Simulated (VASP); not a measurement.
# Ta in VASP: a series of runs

Ta is run at these levels: r2SCAN50, PBEsol, r2SCAN; tasks: single point.

All numbers are computed with VASP 6.6.1; they aren't measurements. Logs are shortened: lines on timing, memory, paths and dates and some standing lists are left out, and cuts for length are marked.

## Step 1: The cell of the first run

Symmetry: Im-3m, No. 229, cubic system. The conventional cell has a = 3.280 Å, b = 3.280 Å, c = 3.280 Å, α = 90.00°, β = 90.00°, γ = 90.00°. Within 3.7 Å of Ta (site symmetry m-3m) lie 14 Ta at 2.84 to 3.28 Å.

## Step 2: Single point, r2SCAN50

File POSCAR:

```
Ta
1.0
   -1.6401972500      1.6401972500      1.6401972500
    1.6401972500     -1.6401972500      1.6401972500
    1.6401972500      1.6401972500     -1.6401972500
Ta
1
Direct
    0.0000000000      0.0000000000      0.0000000000
```

File INCAR.step1:

```
SYSTEM = Ta
ALGO = Normal ; EDIFF = 1E-5
ENCUT = 520 ; GGA = PE
ISIF = 2 ; ISMEAR = -1
LASPH = .TRUE. ; LREAL = .FALSE.
LWAVE = .TRUE. ; NBANDS = 12
NELM = 80 ; PREC = Accurate
SIGMA = 0.05
```

File INCAR.step2:

```
SYSTEM = Ta
AEXX = 0.5 ; ALGO = Normal
EDIFF = 1E-6 ; ENCUT = 520
ISIF = 2 ; ISMEAR = -1
ISTART = 1 ; LASPH = .TRUE.
LCHARG = .TRUE. ; LELF = .TRUE.
LHFCALC = .TRUE. ; LMIXTAU = .TRUE.
LREAL = .FALSE. ; LVHAR = .TRUE.
LWAVE = .FALSE. ; METAGGA = R2SCAN
NBANDS = 12 ; NELM = 80
PREC = Accurate ; PRECFOCK = Normal
SIGMA = 0.05
```

File KPOINTS:

```
k-points
0
G
  6 6 6
  0 0 0
```

Potentials or basis: VASP PAW PBE potentials, release 64 (Ta_pv).

Command:

```sh
> cat potpaw_PBE.64/Ta_pv/POTCAR > POTCAR
> cp INCAR.step1 INCAR
> mpirun -np 1 vasp_std > vasp.out
> cp INCAR.step2 INCAR
> mpirun -np 1 vasp_std > vasp.out
```

OUTCAR:

```text
SYSTEM = Ta
   AEXX = 0.5
   EDIFF = 1E-6
   ENCUT = 520
   ISIF = 2
   ISMEAR = -1
   ISTART = 1
   LASPH = .TRUE.
   LHFCALC = .TRUE.
   LREAL = .FALSE.
   METAGGA = R2SCAN
   NELM = 80
   PREC = Accurate
   PRECFOCK = Normal

 ion  position               nearest neighbor table
   1  0.000  0.000  0.000-

  LATTYP: Found a body centered cubic cell.
 ALAT       =     3.2803945000

  Lattice vectors:

 A1 = (  -1.6401972500,   1.6401972500,   1.6401972500)
 A2 = (   1.6401972500,  -1.6401972500,   1.6401972500)
 A3 = (   1.6401972500,   1.6401972500,  -1.6401972500)

Analysis of symmetry for initial positions (statically):
=====================================================================
 Subroutine PRICEL returns:
 Original cell was already a primitive cell.

 Routine SETGRP: Setting up the symmetry group for a
 body centered cubic supercell.

 Subroutine GETGRP returns: Found 48 space group operations
 (whereof 48 operations were pure point group operations)
 out of a pool of 48 trial point group operations.

The static configuration has the point symmetry O_h .

Analysis of symmetry for dynamics (positions and initial velocities):
=====================================================================
 Subroutine PRICEL returns:
 Original cell was already a primitive cell.

 Routine SETGRP: Setting up the symmetry group for a
 body centered cubic supercell.

 Subroutine GETGRP returns: Found 48 space group operations
 (whereof 48 operations were pure point group operations)
 out of a pool of 48 trial point group operations.

The dynamic configuration has the point symmetry O_h .

 Subroutine INISYM returns: Found 48 space group operations
 (whereof 48 operations are pure point group operations),
 and found     1 'primitive' translations

----------------------------------------------------------------------------------------

                                     Primitive cell

  volume of cell :      17.6501

  direct lattice vectors                    reciprocal lattice vectors
    -1.640197250  1.640197250  1.640197250     0.000000000  0.304841384  0.304841384
     1.640197250 -1.640197250  1.640197250     0.304841384  0.000000000  0.304841384
     1.640197250  1.640197250 -1.640197250     0.304841384  0.304841384  0.000000000

  length of vectors
     2.840904971  2.840904971  2.840904971     0.431110820  0.431110820  0.431110820

  position of ions in fractional coordinates (direct lattice)
     0.000000000  0.000000000  0.000000000

  ion indices of the primitive-cell ions
   primitive index   ion index
                 1           1

----------------------------------------------------------------------------------------

 KPOINTS: k-points

Automatic generation of k-mesh.
 Grid dimensions read from file:
 generate k-points for:    6    6    6

 Generating k-lattice:

  Cartesian coordinates                     Fractional coordinates (reciprocal lattice)
     0.000000000  0.050806897  0.050806897     0.166666667  0.000000000  0.000000000
     0.050806897  0.000000000  0.050806897     0.000000000  0.166666667  0.000000000
     0.050806897  0.050806897  0.000000000     0.000000000  0.000000000  0.166666667

  Length of vectors
     0.071851803  0.071851803  0.071851803

  Shift w.r.t. Gamma in fractional coordinates (k-lattice)
     0.000000000  0.000000000  0.000000000

 Subroutine IBZKPT returns following result:
 ===========================================

 Found     16 irreducible k-points:

 Following reciprocal coordinates:
            Coordinates               Weight
  0.000000  0.000000  0.000000      1.000000
  0.166667  0.000000  0.000000     12.000000
  0.333333  0.000000  0.000000     12.000000
  0.500000  0.000000  0.000000      6.000000
  0.166667  0.166667  0.000000     24.000000
  0.333333  0.166667  0.000000     48.000000
[... 8 lines left out ...]
  0.500000  0.500000  0.333333     12.000000
  0.500000  0.500000  0.500000      1.000000
   k-points           NKPTS =     16   k-points in BZ     NKDIM =    216   number of bands    NBANDS=     12
   number of dos      NEDOS =    301   number of ions     NIONS =      1
   total plane-waves  NPLWV =  13824
   dimension x,y,z NGX =    24 NGY =   24 NGZ =   24
   dimension x,y,z NGXF=    48 NGYF=   48 NGZF=   48
   ions per type =               1
   NGX,Y,Z   is equivalent  to a cutoff of  14.04, 14.04, 14.04 a.u.
   NGXF,Y,Z  is equivalent  to a cutoff of  28.09, 28.09, 28.09 a.u.
 SYSTEM =  Ta
   PREC   = accura    normal or accurate (medium, high low for compatibility)
   ISTART =      1    job   : 0-new  1-cont  2-samecut
   ICHARG =      0    charge: 1-file 2-atom 10-const
   ISPIN  =      1    spin polarized calculation?
   LNONCOLLINEAR =      F non collinear calculations
   LSORBIT =      F    spin-orbit coupling
   LASPH  =      T    aspherical Exc in radial PAW
   ENCUT  =  520.0 eV  38.22 Ry    6.18 a.u.   5.28  5.28  5.28*2*pi/ulx,y,z
   NELM   =     80;   NELMIN=  2; NELMDL=  0     # of ELM steps
   EDIFF  = 0.1E-05   stopping-criterion for ELM
   LREAL  =      F    real-space projection
   EDIFFG = 0.1E-04   stopping-criterion for IOM
   NSW    =      0    number of steps for IOM
   IBRION =     -1    ionic relax: 0-MD 1-quasi-New 2-CG
   NFREE  =      0    steps in history (QN), initial steepest desc. (CG)
   ISIF   =      2    stress and relaxation
   ISYM   =      3    0-nonsym 1-usesym 2-fastsym
   POTIM  = 0.5000    time-step for ionic-motion
   TEBEG  =    0.0;   TEEND  =   0.0 temperature during run
   PSTRESS=    0.0 pullay stress
   NELECT =      11.0000    total number of electrons
   NUPDOWN=      -1.0000    fix difference up-down
   EMIN   =  10.00;   EMAX   =-10.00  energy-range for DOS
   EFERMI =   0.00;   METHOD = LEGACY
   ISMEAR =    -1;   SIGMA  =   0.05  broadening in eV -4-tet -1-fermi 0-gaus
   EFERMI_NEDOS =   21; number of points for ismear=-14 and -15
   IALGO  =     38    algorithm
   IMIX   =      1    mixing-type and parameters
     AMIX     =   0.40;   BMIX     =  1.00
     AMIX_MAG =   1.60;   BMIX_MAG =  1.00
  volume/ion in A,a.u.               =      17.65       119.11
  Fermi-wavevector in a.u.,A,eV,Ry     =   1.398373  2.642542 26.605466  1.955447
  Thomas-Fermi vector in A             =   2.521537
   LORBIT       =      0    0 simple, 1 ext, 2 COOP (PROOUT), +10 PAW based schemes
   METAGGA = R2SCAN    functional components
   LHFCALC =     T    Hartree Fock is set to
   PRECFOCK=normal    Normal, Fast or Accurate (Low or Medium for compatibility)
   ENCUT4O =  -1.0   cutoff for four orbital integrals eV
   NKREDX  =     1    reduce k-point grid by
   NKREDY  =     1    reduce k-point grid by
   NKREDZ  =     1    reduce k-point grid by
   AEXX    =    0.5000 exact exchange contribution
   HFSCREEN=    0.0000 screening length (either q_TF or 0.3 A-1)
   HFSCREENC=   0.0000 screening length for correlation (either q_TF or 0.3 A-1)
   ENCUTFOCK=  -1.0 apply spherical cutoff to Coloumb kernel
   IVDW    =     0    specifies the selected vdW correction
   LEPSILON=     F    determine dielectric tensor
   LRPA    =     F    only Hartree local field effects (RPA)
 non-spin polarized calculation
  energy-cutoff  :      520.00
  volume of cell :       17.65
 maximum number of plane-waves:       490
 NGX is ok and might be reduce to    24
  NGX = 16; NGY = 16; NGZ = 16

 number of electron      11.0000002 magnetization

 Free energy of the ion-electron system (eV)
  ---------------------------------------------------
  ext. energy  EPLUGINS =         0.00000000
  ---------------------------------------------------
  free energy    TOTEN  =       -36.83072985 eV

  energy without entropy =      -36.82337851  energy(sigma->0) =      -36.82705418

 E-fermi :   4.8802     XC(G=0):  -7.5791

 val. band max:        4.8546355206   @ k =  -0.3333   0.5000   0.1667
 cond. band min:       5.4779327976   @ k =   0.3333   0.0000   0.0000
 fundamental gap:      0.6232972770
 Fermi energy:         4.8801763288

 k-point     1 :       0.0000    0.0000    0.0000
  band No.  band energies     occupation
      1     -33.7835      2.00000
      2     -33.7835      2.00000
      3     -33.7835      2.00000
      4      -6.0639      2.00000
      5       7.7055      0.00000
      6       7.7055      0.00000
      7       7.7055      0.00000
      8      11.9157      0.00000
      9      11.9157      0.00000
     10      23.3641      0.00000
     11      23.3641      0.00000
     12      23.3709      0.00000

 k-point     2 :       0.1667    0.0000    0.0000
  band No.  band energies     occupation
      1     -34.2179      2.00000
      2     -33.9089      2.00000
      3     -33.7878      2.00000
      4      -4.5778      2.00000
      5       6.4120      0.00000
      6       6.8068      0.00000
      7       9.0847      0.00000
      8      10.9784      0.00000
      9      11.8569      0.00000
     10      23.3708      0.00000
     11      24.2579      0.00000
     12      25.7348      0.00000

 k-point     3 :       0.3333    0.0000    0.0000
  band No.  band energies     occupation
      1     -35.0232      2.00000
      2     -34.1493      2.00000
      3     -33.7912      2.00000
      4      -1.9269      2.00000
      5       3.2328      2.00000
      6       5.4779      0.00001
      7      11.5217      0.00000
      8      12.2500      0.00000
      9      12.8232      0.00000
     10      22.0057      0.00000
     11      23.3036      0.00000
     12      23.4858      0.00000
[... 166 lines left out ...]
 k-point    15 :       0.5000    0.5000    0.3333
  band No.  band energies     occupation
      1     -34.9814      2.00000
      2     -34.7027      2.00000
      3     -34.5984      2.00000
      4       0.1064      2.00000
      5       0.3847      2.00000
      6       9.9407      0.00000
      7      10.0210      0.00000
      8      15.1977      0.00000
      9      16.2910      0.00000
     10      18.8820      0.00000
     11      20.7482      0.00000
     12      23.3727      0.00000

 k-point    16 :       0.5000    0.5000    0.5000
  band No.  band energies     occupation
      1     -34.8371      2.00000
      2     -34.8371      2.00000
      3     -34.8371      2.00000
      4      -0.7313      2.00000
      5      -0.7312      2.00000
      6      14.9358      0.00000
      7      14.9358      0.00000
      8      14.9358      0.00000
      9      16.3929      0.00000
     10      16.3929      0.00000
     11      16.3929      0.00000
     12      23.3560      0.00000

------------------------ aborting loop because EDIFF is reached ----------------------------------------

  FORCE on cell =-STRESS in cart. coord.  units (eV):
  Direction    XX          YY          ZZ          XY          YZ          ZX
  --------------------------------------------------------------------------------------
  -------------------------------------------------------------------------------------
  Total        0.4565696      0.4565696      0.4565696      0.0000000      0.0000000      0.0000000
  in kB       41.4447338     41.4447338     41.4447338      0.0000000      0.0000000      0.0000000
  external PRESSURE =      41.4447338 kB  Pullay stress =       0.0000000 kB

 VOLUME and BASIS-vectors are now :
 -----------------------------------------------------------------------------
  energy-cutoff  :      520.00
  volume of cell :       17.65
      direct lattice vectors                 reciprocal lattice vectors
    -1.640197250  1.640197250  1.640197250     0.000000000  0.304841384  0.304841384
     1.640197250 -1.640197250  1.640197250     0.304841384  0.000000000  0.304841384
     1.640197250  1.640197250 -1.640197250     0.304841384  0.304841384  0.000000000

 POSITION                                       TOTAL-FORCE (eV/Angst)
 -----------------------------------------------------------------------------------
      0.00000      0.00000      0.00000         0.000000     -0.000000     -0.000000
 -----------------------------------------------------------------------------------
    total drift:                                0.000000      0.000000      0.000000

  FREE ENERGIE OF THE ION-ELECTRON SYSTEM (eV)
  ---------------------------------------------------
  free  energy   TOTEN  =       -36.8307298451 eV

  energy  without entropy=      -36.8233785074  energy(sigma->0) =      -36.82705418
```

Run time: 5.5 min. Hardware: 1 thread of AMD EPYC 9R45 (Zen 5), shared host; peak memory 0.13 GiB.

What came out:

```
Free energy : -36.8307 eV
Pressure    : 4.1 GPa
```

Caveat: the k points lie up to 0.45 Å⁻¹ apart; the PAW data sets were made with another functional, which shifts forces and pressure a little; spin-orbit coupling is left out, which moves the levels of the heavy elements.

## Step 3: Single point, PBEsol (volume scaled by 1.06)

File INCAR:

```
SYSTEM = Ta
PREC     = Accurate       ! precision mode
ENCUT    = 520            ! plane-wave cutoff, eV
EDIFF    = 1E-6           ! SCF threshold, eV
ISMEAR   = -1             ! smearing method
SIGMA    = 0.05           ! smearing width, eV
LREAL    = .FALSE.        ! projectors in reciprocal space
LASPH    = .TRUE.         ! aspherical terms in the spheres
NELM     = 60             ! most SCF steps
ALGO     = Normal         ! electronic algorithm
ISIF     = 2              ! what is computed and relaxed
LWAVE    = .FALSE.        ! write WAVECAR
LCHARG   = .FALSE.        ! write CHGCAR
GGA      = PS             ! functional
NBANDS   = 12             ! bands
```

File KPOINTS:

```
regular mesh
0
G
  11 11 11
  0 0 0
```

File POSCAR:

```
Ta
1.0
   -1.6836662614      1.6836662614      1.6836662614
    1.6836662614     -1.6836662614      1.6836662614
    1.6836662614      1.6836662614     -1.6836662614
Ta
1
Direct
    0.0000000000      0.0000000000      0.0000000000
```

Potentials or basis: VASP PAW PBE potentials, release 64 (Ta_pv).

Command:

```sh
> cat potpaw_PBE.64/Ta_pv/POTCAR > POTCAR
> mpirun -np 1 vasp_std > vasp.out
```

Wall time 6.8 s (1 thread of Intel Xeon Platinum 8488C (Sapphire Rapids), shared host); peak memory 0.14 GiB.

Results (log left out):

| Property | Result |
| --- | --- |
| Free energy | -12.4932 eV |
| Pressure | -14.2 GPa |

Levels at points of the mesh, in eV from the Fermi level:
| k point | band 2 | band 3 | band 4 | band 5 | band 6 | band 7 | band 8 | band 9 |
| --- | --- | --- | --- | --- | --- | --- | --- | --- |
| (0.00, 0.00, 0.00) | -33.24 | -33.24 | -7.69 | 0.73 | 0.73 | 0.73 | 3.80 | 3.80 |

Caveat: the cell differs from its parent crystal (volume scaled by 1.06); the PAW data sets were made with another functional, which shifts forces and pressure a little; spin-orbit coupling is left out, which moves the levels of the heavy elements.

## Step 4: Single point, PBEsol (the cell strained at random)

File INCAR:

```
ALGO = Normal ; EDIFF = 1E-6
ENCUT = 520 ; GGA = PS
ISIF = 2 ; ISMEAR = -1
LASPH = T ; LCHARG = F
LREAL = F ; LWAVE = F
NBANDS = 12 ; NELM = 80
PREC = Accurate ; SIGMA = 0.05
```

File KPOINTS:

```
k-points
0
Gamma
  11 11 11
```

File POSCAR:

```
Ta
1.0
   -1.6207340000      1.6546480000      1.6292400000
    1.6978010000     -1.6261700000      1.6778290000
    1.6224360000      1.6278720000     -1.6007620000
Ta
1
Direct
    0.0019110000     -0.0235750000     -0.0041030000
```

Command:

```sh
> cat potpaw_PBE.64/Ta_pv/POTCAR > POTCAR
> mpirun -np 1 vasp_std > vasp.out
```

Run time: 63 s. Hardware: 1 thread of Intel Xeon Platinum 8488C (Sapphire Rapids), shared host; peak memory 0.25 GiB.

It converged, with:

| Quantity | Value |
| --- | --- |
| Free energy | -12.5434 eV |
| Pressure | -3.8 GPa |

Stress tensor (GPa, compression positive):
```
-4.35 -0.23 -4.14
-0.23 -3.11 -1.45
-4.14 -1.45 -3.90
```

Levels at points of the mesh, in eV from the Fermi level:
| k point | band 2 | band 3 | band 4 | band 5 | band 6 | band 7 | band 8 | band 9 | band 10 | band 11 |
| --- | --- | --- | --- | --- | --- | --- | --- | --- | --- | --- |
| (0.00, 0.00, 0.00) | -33.01 | -32.93 | -7.92 | 0.36 | 0.60 | 1.17 | 4.00 | 4.12 | 14.55 | 15.15 |

Caveat: the cell differs from its parent crystal (the cell strained at random); the PAW data sets were made with another functional, which shifts forces and pressure a little; spin-orbit coupling is left out, which moves the levels of the heavy elements.

## Step 5: Single point, r2SCAN

This run uses another cell than the first one, of 18.01 Å³/atom, 1.020 times its volume.

File POSCAR:

```
Ta
1.0
   -1.6512800000      1.6512800000      1.6512800000
    1.6512800000     -1.6512800000      1.6512800000
    1.6512800000      1.6512800000     -1.6512800000
Ta
1
Direct
    0.0000000000      0.0000000000      0.0000000000
```

File INCAR.step1:

```
  PREC = Accurate
  ENCUT = 520
  ISMEAR = -1
  SIGMA = 0.05
  LREAL = F
  LASPH = T
  NELM = 60
  NBANDS = 12
  GGA = PE
  ALGO = Normal
  EDIFF = 1E-4
  LWAVE = T
  LCHARG = F
```

File INCAR.step2:

```
  PREC = Accurate
  ENCUT = 520
  EDIFF = 1E-6
  ISMEAR = -1
  SIGMA = 0.05
  LREAL = F
  LASPH = T
  NELM = 60
  ALGO = Normal
  ISIF = 2
  LWAVE = F
  LCHARG = F
  METAGGA = R2SCAN
  LMIXTAU = T
  NBANDS = 12
  ISTART = 1
```

File KPOINTS:

```
Automatic mesh
0
Gamma
  11 11 11
```

Command:

```sh
> cat potpaw_PBE.64/Ta_pv/POTCAR > POTCAR
> cp INCAR.step1 INCAR
> mpirun -np 1 vasp_std > vasp.out
> cp INCAR.step2 INCAR
> mpirun -np 1 vasp_std > vasp.out
```

Run time: 32 s. Hardware: 1 thread of Intel Xeon Platinum 8488C (Sapphire Rapids), shared host; peak memory 0.15 GiB.

Results (log left out):

```
Free energy : -48.5854 eV
Pressure    : 0.7 GPa
```

Levels at points of the mesh, in eV from the Fermi level:
| k point | band 1 | band 2 | band 3 | band 4 | band 5 | band 6 | band 7 | band 8 | band 9 | band 10 |
| --- | --- | --- | --- | --- | --- | --- | --- | --- | --- | --- |
| (0.00, 0.00, 0.00) | -34.19 | -34.19 | -34.19 | -8.30 | 0.87 | 0.87 | 0.87 | 4.36 | 4.36 | 12.15 |

Caveat: the PAW data sets were made with another functional, which shifts forces and pressure a little; spin-orbit coupling is left out, which moves the levels of the heavy elements.

## Step 6: Overview

```csv
level,cell,k mesh,grid for exact exchange (PRECFOCK),gap on the mesh (eV),pressure (GPa)
r2SCAN50,"a = 2.841 Å, angles 109.5°, 1 atom",6 × 6 × 6,Normal,none,4.1
PBEsol,"a = 2.916 Å, angles 109.5°, 1 atom",11 × 11 × 11,-,none,-14.2
PBEsol,"a = 2.832, b = 2.888, c = 2.801 Å, angles 108.6, 108.7, 109.3°, 1 atom",11 × 11 × 11,-,none,-3.8
r2SCAN,"a = 2.860 Å, angles 109.5°, 1 atom",11 × 11 × 11,-,none,0.7
```

Alike in all rows: task single point; potentials or basis VASP PAW PBE potentials, release 64 (Ta_pv); no spin polarisation; cutoff (eV) 520; smearing fermi-dirac 0.05 eV.

Caveats: some runs use coarse meshes; the PAW data sets were made with another functional, which shifts forces and pressure a little; spin-orbit coupling is left out, which moves the levels of the heavy elements.

Absolute energies hang on the potentials; compare differences alone.
